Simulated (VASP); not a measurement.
Runs of VASP 6.6.1 on HfN. The structure is that of space group P6_3/mmc (No. 194), or close to it. The cells are those of the table. 

```tsv
task	level	cell	cutoff (eV)	gap on the mesh (eV)	pressure (GPa)	relaxed volume (Å³/atom)
single point	PBEsol	a = 3.126, b = 3.126, c = 5.398 Å, angles 90.0, 90.0, 120.0°, 4 atoms	520	none	-2.1	-
single point	PBEsol+D3(BJ)	a = 3.105, b = 3.105, c = 5.363 Å, angles 90.0, 90.0, 120.0°, 4 atoms	520	none	-2.1	-
relaxation of cell and atoms	BLYP+D3(BJ)	relaxed from a = 3.134, b = 3.134, c = 5.417 Å, angles 90.0, 90.0, 120.0°, 4 atoms	600	none	0.0	11.51
single point	BLYP+D3(BJ)	a = 3.133, b = 3.133, c = 5.445 Å, angles 90.0, 90.0, 120.0°, 4 atoms	520	none	(a)	-
relaxation of cell and atoms	PBEsol	relaxed from a = 3.134, b = 3.134, c = 5.417 Å, angles 90.0, 90.0, 120.0°, 4 atoms	600	none	0.0	11.33
relaxation of cell and atoms	PBEsol+D3(BJ)	relaxed from a = 3.134, b = 3.134, c = 5.417 Å, angles 90.0, 90.0, 120.0°, 4 atoms	600	none	0.0	11.11
```

Alike in all rows: potentials or basis VASP PAW PBE potentials, release 64 (Hf_pv, N); no spin polarisation; k mesh 9 × 9 × 5; smearing fermi-dirac 0.1 eV.

**Question.** Fill in the values left out.

**Answer.** (a) -1.4.

Caveats: the PAW data sets were made with another functional, which shifts forces and pressure a little; spin-orbit coupling is left out, which moves the levels of the heavy elements; pairwise dispersion overbinds metals, which lowers pressure and volume (some runs).

A k mesh can miss the band edges, and the runs leave out spin-orbit coupling on Hf.

A gap of «none» marks levels without a gap at the run's occupations.
